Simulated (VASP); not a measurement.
A run of VASP 6.6.1:

INCAR

```
SYSTEM = NaBiH6
PREC = Accurate ; ENCUT = 520
EDIFF = 1E-6 ; ISMEAR = 0
SIGMA = 0.1 ; LREAL = .FALSE.
LASPH = .TRUE. ; NELM = 100
ALGO = Normal ; ISIF = 2
LWAVE = .FALSE. ; LCHARG = .FALSE.
GGA = PE ; NBANDS = 24
```

KPOINTS

```
Automatic mesh
0
G
  8 8 8
  0 0 0
```

Contents of POSCAR:

```
NaBiH6
1.0
    0.0000000000      4.2015394463      4.2015394463
    4.2015394463      0.0000000000      4.2015394463
    4.2015394463      4.2015394463      0.0000000000
Na Bi H
1 1 6
Direct
    0.0000000000      0.0000000000      0.0000000000
    0.5000000000      0.5000000000      0.5000000000
    0.7264822096      0.2735177904      0.2735177904
    0.2735177904      0.7264822096      0.2735177904
    0.2735177904      0.2735177904      0.7264822096
    0.2735177904      0.7264822096      0.7264822096
    0.7264822096      0.2735177904      0.7264822096
    0.7264822096      0.7264822096      0.2735177904
```

Potentials or basis: VASP PAW PBE potentials, release 64 (Na_pv, Bi_d, H).

Command:

```sh
$ cat potpaw_PBE.64/Na_pv/POTCAR potpaw_PBE.64/Bi_d/POTCAR potpaw_PBE.64/H/POTCAR > POTCAR
$ mpirun -np 1 vasp_std > vasp.out
```

Hardware: 1 thread of Intel(R) Xeon(R) 6975P-C (Granite Rapids) (shared host).

Problem. Estimate the wall time of this run.

Solution. It took 59 s on 1 thread of Intel(R) Xeon(R) 6975P-C (Granite Rapids), with other jobs on the host, peak memory 0.37 GiB. Counts: scf iterations 13, k points 29.
